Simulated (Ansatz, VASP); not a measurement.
**One calculation of BeTe3, two programs**

```
Be Te
1.0
     5.70644    0.00000    0.00000
     0.00000    5.70644    0.00000
     0.00000    0.00000    8.23086
Be Te
2 6
Direct
  0.00000 0.00000 0.00000
  0.50000 0.50000 0.00000
  0.72614 0.77386 0.83387
  0.27386 0.22614 0.83387
  0.77386 0.27386 0.16613
  0.22614 0.72614 0.16613
  0.50000 0.00000 0.37284
  0.00000 0.50000 0.62716
```

Alike in both runs: functional PBE; k mesh 3 × 3 × 3; occupations gaussian, width 0.2 eV; no spin polarisation.

Ansatz relaxed the structure, and its values are those at the end. VASP's run is a single point on that final structure, the one shown.

```csv
,VASP,Ansatz
version,VASP 6.6.1,Ansatz 0.2.0
potentials or method,"VASP PAW PBE potentials, release 64 (Be, Te), cutoff 520 eV","scalar-relativistic, plane waves, PAW"
valence electrons in the cell,40,100
```

Ansatz gave:

```
gap on the k mesh at the Fermi level (eV) : 0.50
least direct gap on the mesh (eV)         : 0.50
pressure (GPa)                            : 0.1
rms of the force components (eV/Å)        : 0.037
```

**Question.** Estimate VASP's values.

**Answer.** gap on the k mesh at the Fermi level (eV): 0.49; least direct gap on the mesh (eV): 0.49; pressure (GPa): 0.2; rms of the force components (eV/Å): 0.036.

VASP's potentials hold 40 valence electrons a cell and Ansatz's 100, so a difference there can come from the potentials and not from the codes.

Spin-orbit coupling is off throughout.
